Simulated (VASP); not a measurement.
# MoS2 in VASP: notebook

The runs below take MoS2 through relaxation of cell and atoms, single point, with PBEsol+D4, PBE.

Everything below comes from runs of VASP 6.6.1. Logs are shortened: lines on timing, memory, paths and dates and some standing lists are left out, and cuts for length are marked.

## (1) The cell of the first run

The cell holds a slab with vacuum, 9 atoms: a = 3.184 Å, b = 3.184 Å, c = 28.387 Å, α = 90.00°, β = 90.00°, γ = 120.00°.

## (2) Relaxation of cell and atoms, PBEsol+D4

Input file INCAR:

```
SYSTEM = MoS2
PREC     = Accurate       ! precision mode
ENCUT    = 600            ! plane-wave cutoff, eV
EDIFF    = 1E-6           ! SCF threshold, eV
ISMEAR   = -1             ! smearing method
SIGMA    = 0.05           ! smearing width, eV
LREAL    = .FALSE.        ! projectors in reciprocal space
LASPH    = .TRUE.         ! aspherical terms in the spheres
NELM     = 80             ! most SCF steps
ALGO     = Normal         ! electronic algorithm
ISIF     = 3              ! what is computed and relaxed
LWAVE    = .FALSE.        ! write WAVECAR
LCHARG   = .FALSE.        ! write CHGCAR
GGA      = PS             ! functional
IVDW     = 13             ! dispersion correction
IBRION   = 2              ! ionic algorithm
NSW      = 60             ! ionic steps
EDIFFG   = -0.01          ! ionic threshold
```

Input file KPOINTS:

```
regular mesh
0
G
  10 10 1
  0 0 0
```

Input file POSCAR:

```
MoS2
1.0
    3.1840155185      0.0000000000      0.0000000000
   -1.5920077592      2.7574383250      0.0000000000
    0.0000000000      0.0000000000     28.3873198000
Mo S
3 6
Direct
    0.3333333333      0.6666666667      0.2281647700
    0.3333333333      0.6666666667      0.7718352300
    0.6666666667      0.3333333333      0.0000000000
    0.6666666667      0.3333333333      0.1734930900
    0.6666666667      0.3333333333      0.7171875100
    0.3333333333      0.6666666667      0.9453341200
    0.6666666667      0.3333333333      0.2828124900
    0.6666666667      0.3333333333      0.8265069100
    0.3333333333      0.6666666667      0.0546658800
```

Potentials or basis: VASP PAW PBE potentials, release 64 (Mo_sv, S).

On the command line:

```sh
> cat potpaw_PBE.64/Mo_sv/POTCAR potpaw_PBE.64/S/POTCAR > POTCAR
> mpirun -np 1 vasp_std > vasp.out
```

OUTCAR:

```text
SYSTEM = MoS2
   PREC = Accurate
   ENCUT = 600
   EDIFF = 1E-6
   ISMEAR = -1
   LREAL = .FALSE.
   LASPH = .TRUE.
   NELM = 80
   ISIF = 3
   GGA = PS
   IVDW = 13
   IBRION = 2
   NSW = 60
   EDIFFG = -0.01

 ion  position               nearest neighbor table
   1  0.333  0.667  0.228-   7 2.41   7 2.41   7 2.41   4 2.41   4 2.41   4 2.41
   2  0.333  0.667  0.772-   5 2.41   5 2.41   5 2.41   8 2.41   8 2.41   8 2.41
   3  0.667  0.333  0.000-   6 2.41   9 2.41   6 2.41   9 2.41   6 2.41   9 2.41
   4  0.667  0.333  0.173-   1 2.41   1 2.41   1 2.41
   5  0.667  0.333  0.717-   2 2.41   2 2.41   2 2.41
   6  0.333  0.667  0.945-   3 2.41   3 2.41   3 2.41
   7  0.667  0.333  0.283-   1 2.41   1 2.41   1 2.41
   8  0.667  0.333  0.827-   2 2.41   2 2.41   2 2.41
   9  0.333  0.667  0.055-   3 2.41   3 2.41   3 2.41

  LATTYP: Found a hexagonal cell.
 ALAT       =     3.1840155185
 C/A-ratio  =     8.9155720615

  Lattice vectors:

 A1 = (   3.1840155185,   0.0000000000,   0.0000000000)
 A2 = (  -1.5920077592,   2.7574383250,   0.0000000000)
 A3 = (   0.0000000000,   0.0000000000,  28.3873198000)

Analysis of symmetry for initial positions (statically):
=====================================================================
 Subroutine PRICEL returns:
 Original cell was already a primitive cell.

 Routine SETGRP: Setting up the symmetry group for a
 hexagonal supercell.

 Subroutine GETGRP returns: Found 12 space group operations
 (whereof 12 operations were pure point group operations)
 out of a pool of 24 trial point group operations.

The static configuration has the point symmetry D_3h.

Analysis of symmetry for dynamics (positions and initial velocities):
=====================================================================
 Subroutine PRICEL returns:
 Original cell was already a primitive cell.

 Routine SETGRP: Setting up the symmetry group for a
 hexagonal supercell.

 Subroutine GETGRP returns: Found 12 space group operations
 (whereof 12 operations were pure point group operations)
 out of a pool of 24 trial point group operations.

The dynamic configuration has the point symmetry D_3h.

 Subroutine INISYM returns: Found 12 space group operations
 (whereof 12 operations are pure point group operations),
 and found     1 'primitive' translations

----------------------------------------------------------------------------------------

                                     Primitive cell

  volume of cell :     249.2329

  direct lattice vectors                    reciprocal lattice vectors
     3.184015518  0.000000000  0.000000000     0.314068821  0.181327718  0.000000000
    -1.592007759  2.757438325  0.000000000     0.000000000  0.362655437  0.000000000
     0.000000000  0.000000000 28.387319800     0.000000000  0.000000000  0.035226996

  length of vectors
     3.184015518  3.184015518 28.387319800     0.362655437  0.362655437  0.035226996

  position of ions in fractional coordinates (direct lattice)
     0.333333333  0.666666667  0.228164770
     0.333333333  0.666666667  0.771835230
     0.666666667  0.333333333  0.000000000
     0.666666667  0.333333333  0.173493090
     0.666666667  0.333333333  0.717187510
     0.333333333  0.666666667  0.945334120
     0.666666667  0.333333333  0.282812490
     0.666666667  0.333333333  0.826506910
     0.333333333  0.666666667  0.054665880

  ion indices of the primitive-cell ions
   primitive index   ion index
                 1           1
                 2           2
                 3           3
                 4           4
                 5           5
                 6           6
                 7           7
                 8           8
                 9           9

----------------------------------------------------------------------------------------

 KPOINTS: regular mesh

Automatic generation of k-mesh.
 Grid dimensions read from file:
 generate k-points for:   10   10    1

 Generating k-lattice:

  Cartesian coordinates                     Fractional coordinates (reciprocal lattice)
     0.031406882  0.018132772  0.000000000     0.100000000  0.000000000  0.000000000
     0.000000000  0.036265544  0.000000000     0.000000000  0.100000000  0.000000000
     0.000000000  0.000000000  0.035226996     0.000000000  0.000000000  1.000000000

  Length of vectors
     0.036265544  0.036265544  0.035226996

  Shift w.r.t. Gamma in fractional coordinates (k-lattice)
     0.000000000  0.000000000  0.000000000

 Subroutine IBZKPT returns following result:
 ===========================================

 Found     14 irreducible k-points:

 Following reciprocal coordinates:
            Coordinates               Weight
  0.000000  0.000000  0.000000      1.000000
  0.100000  0.000000  0.000000      6.000000
  0.200000  0.000000  0.000000      6.000000
  0.300000  0.000000  0.000000      6.000000
  0.400000  0.000000  0.000000      6.000000
  0.500000  0.000000  0.000000      3.000000
  0.100000  0.100000  0.000000      6.000000
  0.200000  0.100000  0.000000     12.000000
  0.300000  0.100000  0.000000     12.000000
  0.400000  0.100000  0.000000     12.000000
  0.200000  0.200000  0.000000      6.000000
  0.300000  0.200000  0.000000     12.000000
  0.400000  0.200000  0.000000      6.000000
  0.300000  0.300000  0.000000      6.000000
   k-points           NKPTS =     14   k-points in BZ     NKDIM =     14   number of bands    NBANDS=     46
   number of dos      NEDOS =    301   number of ions     NIONS =      9
   total plane-waves  NPLWV = 188160
   dimension x,y,z NGX =    28 NGY =   28 NGZ =  240
   dimension x,y,z NGXF=    56 NGYF=   56 NGZF=  480
   ions per type =               3   6
   NGX,Y,Z   is equivalent  to a cutoff of  14.62, 14.62, 14.06 a.u.
   NGXF,Y,Z  is equivalent  to a cutoff of  29.24, 29.24, 28.11 a.u.
 SYSTEM =  MoS2
   PREC   = accura    normal or accurate (medium, high low for compatibility)
   ISTART =      0    job   : 0-new  1-cont  2-samecut
   ICHARG =      2    charge: 1-file 2-atom 10-const
   ISPIN  =      1    spin polarized calculation?
   LNONCOLLINEAR =      F non collinear calculations
   LSORBIT =      F    spin-orbit coupling
   LASPH  =      T    aspherical Exc in radial PAW
   ENCUT  =  600.0 eV  44.10 Ry    6.64 a.u.   6.36  6.36 56.70*2*pi/ulx,y,z
   NELM   =     80;   NELMIN=  2; NELMDL= -5     # of ELM steps
   EDIFF  = 0.1E-05   stopping-criterion for ELM
   LREAL  =      F    real-space projection
   EDIFFG = -.1E-01   stopping-criterion for IOM
   NSW    =     60    number of steps for IOM
   IBRION =      2    ionic relax: 0-MD 1-quasi-New 2-CG
   NFREE  =      1    steps in history (QN), initial steepest desc. (CG)
   ISIF   =      3    stress and relaxation
   ISYM   =      2    0-nonsym 1-usesym 2-fastsym
   POTIM  = 0.5000    time-step for ionic-motion
   TEBEG  =    0.0;   TEEND  =   0.0 temperature during run
   PSTRESS=    0.0 pullay stress
   NELECT =      78.0000    total number of electrons
   NUPDOWN=      -1.0000    fix difference up-down
   EMIN   =  10.00;   EMAX   =-10.00  energy-range for DOS
   EFERMI =   0.00;   METHOD = LEGACY
   ISMEAR =    -1;   SIGMA  =   0.05  broadening in eV -4-tet -1-fermi 0-gaus
   EFERMI_NEDOS =   21; number of points for ismear=-14 and -15
   IALGO  =     38    algorithm
   IMIX   =      4    mixing-type and parameters
     AMIX     =   0.40;   BMIX     =  1.00
     AMIX_MAG =   1.60;   BMIX_MAG =  1.00
  volume/ion in A,a.u.               =      27.69       186.88
  Fermi-wavevector in a.u.,A,eV,Ry     =   1.111487  2.100407 16.808697  1.235404
  Thomas-Fermi vector in A             =   2.248051
   LORBIT       =      0    0 simple, 1 ext, 2 COOP (PROOUT), +10 PAW based schemes
   GGA     = PS    functional components
   LHFCALC =     F    Hartree Fock is set to
   AEXX    =    0.0000 exact exchange contribution
   IVDW    =    13    specifies the selected vdW correction
   LEPSILON=     F    determine dielectric tensor
   LRPA    =     F    only Hartree local field effects (RPA)
 conjugate gradient relaxation of ions
 non-spin polarized calculation
  energy-cutoff  :      600.00
  volume of cell :      249.23
 maximum number of plane-waves:      8373
 NGX is ok and might be reduce to    28
   NGX = 13   NGY = 13   NGZ =113

--------------------------------------- Ionic step        1  -------------------------------------------

 number of electron      77.9999997 magnetization

 Free energy of the ion-electron system (eV)
  ---------------------------------------------------
  ext. energy  EPLUGINS =         0.00000000
  ---------------------------------------------------
  free energy    TOTEN  =       -70.27621610 eV

  energy without entropy =      -70.27621581  energy(sigma->0) =      -70.27621595

------------------------ aborting loop because EDIFF is reached ----------------------------------------

  DFT-D4 for vdW energy calculation

  Edisp (eV):   -1.87052

  FORCE on cell =-STRESS in cart. coord.  units (eV):
  Direction    XX          YY          ZZ          XY          YZ          ZX
  --------------------------------------------------------------------------------------
  -------------------------------------------------------------------------------------
  Total      -5.99008    -5.99008    -3.08477    -0.00000     0.00000     0.00000
  in kB     -38.50683   -38.50683   -19.83025    -0.00000     0.00000     0.00000
  external pressure =      -32.28 kB  Pullay stress =        0.00 kB
[... 118 lines left out ...]
  FREE ENERGIE OF THE ION-ELECTRON SYSTEM (eV)
  ---------------------------------------------------
  free  energy   TOTEN  =       -72.2380006519 eV

  energy  without entropy=      -72.2380005064  energy(sigma->0) =      -72.23800058

 E-fermi :   4.6385     XC(G=0):  -8.2009

 val. band max:        4.2155362339   @ k =   0.0000   0.0000   0.0000
 cond. band min:       5.1602716153   @ k =   0.2000   0.2000   0.0000
 fundamental gap:      0.9447353814
 Fermi energy:         4.6384789831

 k-point     1 :       0.0000    0.0000    0.0000
  band No.  band energies     occupation
      1     -57.1390      2.00000
      2     -57.1372      2.00000
      3     -57.1372      2.00000
      4     -31.4027      2.00000
      5     -31.4027      2.00000
      6     -31.4004      2.00000
[... 675 lines left out ...]
     45       7.0585      0.00000
     46       7.1268      0.00000

[... ionic steps 4 to 41 ...]

--------------------------------------- Ionic step       42  -------------------------------------------

 number of electron      77.9999999 magnetization

------------------------ aborting loop because EDIFF is reached ----------------------------------------

  DFT-D4 for vdW energy calculation

  Edisp (eV):   -2.06098
[... 83 lines left out ...]
  energy  without entropy=      -72.3562621624  energy(sigma->0) =      -72.35626415

--------------------------------------- Ionic step       44  -------------------------------------------

 number of electron      77.9999999 magnetization

 Free energy of the ion-electron system (eV)
  ---------------------------------------------------
  ext. energy  EPLUGINS =         0.00000000
  ---------------------------------------------------
  free energy    TOTEN  =       -70.29533296 eV

  energy without entropy =      -70.29532899  energy(sigma->0) =      -70.29533097

 E-fermi :   4.3177     XC(G=0):  -8.0704

 val. band max:        3.8859716958   @ k =   0.0000   0.0000   0.0000
 cond. band min:       4.8519439151   @ k =   0.2000   0.2000   0.0000
 fundamental gap:      0.9659722192
 Fermi energy:         4.3176895218

 k-point     1 :       0.0000    0.0000    0.0000
  band No.  band energies     occupation
      1     -57.4722      2.00000
      2     -57.4690      2.00000
      3     -57.4690      2.00000
      4     -31.6977      2.00000
      5     -31.6950      2.00000
      6     -31.6950      2.00000
[... 715 lines left out ...]
  FREE ENERGIE OF THE ION-ELECTRON SYSTEM (eV)
  ---------------------------------------------------
  free  energy   TOTEN  =       -72.3562763693 eV

  energy  without entropy=      -72.3562724003  energy(sigma->0) =      -72.35627438

 reached required accuracy - stopping structural energy minimisation
```

Wall time 74 min (1 thread of AMD EPYC 9R45 (Zen 5), shared host); peak memory 0.54 GiB.

Results:

| Property | Result |
| --- | --- |
| Free energy | -72.3563 eV |
| Relaxed cell | a = 3.124 Å, b = 3.124 Å, c = 26.344 Å, α = 90.00°, β = 90.00°, γ = 120.00° |
| Space group after relaxing (to 0.1 Å) | P-6m2 (No. 187) |
| Energy gained by relaxing | 23.3 meV/atom |
| Ionic steps | 44 |
| Largest force after relaxing | 0.004 eV/Å |
| Band gap on the k mesh | 0.97 eV (least direct gap 2.01 eV) |
| Dispersion energy per atom | -0.229 eV |

Forces on the atoms (eV/Å):
```
Mo   0.000  0.000  0.003
Mo   0.000  0.000 -0.003
Mo   0.000  0.000  0.000
S    0.000  0.000 -0.002
S    0.000  0.000 -0.004
S    0.000  0.000  0.003
S    0.000  0.000  0.004
S    0.000  0.000  0.002
S    0.000  0.000 -0.003
```

Step by step:
```tsv
step	energy change (eV)	largest force (eV/Å)	pressure (GPa)	volume (Å³)
1	0.0000	0.2013	-3.23	249.23
3	-0.0913	0.4103	0.05	241.29
5	-0.1173	0.1191	-0.17	239.43
7	-0.1403	0.1989	0.40	235.04
9	-0.1191	0.7232	4.05	215.62
11	-0.1592	0.4246	2.02	225.78
13	-0.1667	0.3989	1.93	224.99
15	-0.1887	0.3031	1.62	221.85
17	-0.1958	0.2311	1.43	219.00
19	-0.2075	0.0547	0.29	222.30
21	-0.2079	0.0755	0.05	222.97
23	-0.2089	0.0211	0.06	223.07
25	-0.2091	0.0350	0.07	223.13
27	-0.2092	0.0127	-0.05	223.30
29	-0.2092	0.0162	-0.04	223.27
31	-0.2093	0.0106	-0.02	223.14
33	-0.2094	0.0204	-0.01	222.87
35	-0.2094	0.0261	0.06	222.68
37	-0.2094	0.0246	0.04	222.73
39	-0.2094	0.0252	0.03	222.70
41	-0.2095	0.0166	0.03	222.67
43	-0.2095	0.0118	0.00	222.62
44	-0.2095	0.0040	-0.01	222.61
```

Final structure:
```
Mo S
1.0
     3.12373    0.00000    0.00000
    -1.56186    2.70523    0.00000
     0.00000    0.00000   26.34370
Mo S
3 6
Direct
  0.33333 0.66667 0.22662
  0.33333 0.66667 0.77338
  0.66667 0.33333 0.00000
  0.66667 0.33333 0.16735
  0.66667 0.33333 0.71413
  0.33333 0.66667 0.94075
  0.66667 0.33333 0.28587
  0.66667 0.33333 0.83265
  0.33333 0.66667 0.05925
```

Caveat: there is no dipole correction, which matters where the two faces differ; the PAW data sets were made with another functional, which shifts forces and pressure a little.

## (3) Single point, PBE

Input file INCAR:

```
SYSTEM = MoS2
  ALGO = Normal
  EDIFF = 1E-6
  ENCUT = 520
  GGA = PE
  ISIF = 2
  ISMEAR = -1
  LASPH = .True.
  LCHARG = .False.
  LREAL = .False.
  LWAVE = .False.
  NBANDS = 49
  NELM = 100
  PREC = Accurate
  SIGMA = 0.05
```

Input file KPOINTS:

```
k-points
0
Gamma
  7 7 1
  0 0 0
```

Input file POSCAR:

```
MoS2
1.0
    3.1840155185      0.0318401552      0.0000000000
   -1.5644333760      2.7415182474      0.0000000000
    0.0000000000      0.0000000000     28.3873198000
Mo S
3 6
Direct
    0.3339619248      0.6666387920      0.2608654373
    0.3339619248      0.6666387920      0.7391345627
    0.6641642149      0.3334528855      0.0000000000
    0.6691641205      0.3332098874      0.2058101756
    0.6691635684      0.3332096302      0.6840821115
    0.3289616122      0.6668819143      0.9449450962
    0.6691635684      0.3332096302      0.3159178885
    0.6691641205      0.3332098874      0.7941898244
    0.3289616122      0.6668819143      0.0550549038
```

Potentials or basis: VASP PAW PBE potentials, release 64 (Mo_sv, S).

On the command line:

```sh
> cat potpaw_PBE.64/Mo_sv/POTCAR potpaw_PBE.64/S/POTCAR > POTCAR
> mpirun -np 1 vasp_std > vasp.out
```

It took 12 min on 1 thread of Oxide Virtual Turin-like, shared host; peak memory 0.44 GiB.

Results (log left out):

```
Free energy            : -65.5529 eV
Largest force          : 0.012 eV/Å
Band gap on the k mesh : 1.72 eV (least direct gap 2.07 eV)
```

Forces in eV/Å, atoms in the order of the input:
```
Mo   0.001  0.000  0.000
Mo   0.001  0.000  0.000
Mo  -0.001  0.000  0.000
S    0.000  0.000  0.012
S    0.000  0.000  0.012
S    0.000  0.000  0.012
S    0.000  0.000 -0.012
S    0.000  0.000 -0.012
S    0.000  0.000 -0.012
```

Levels at points of the mesh, in eV from the valence-band top:
| k point | band 36 | band 37 | band 38 | band 39 | band 40 | band 41 | band 42 | band 43 |
| --- | --- | --- | --- | --- | --- | --- | --- | --- |
| (0.00, 0.00, 0.00) | -1.57 | -0.28 | -0.13 | 0.00 | 2.56 | 2.56 | 2.56 | 2.67 |

Caveat: there is no dipole correction, which matters where the two faces differ.
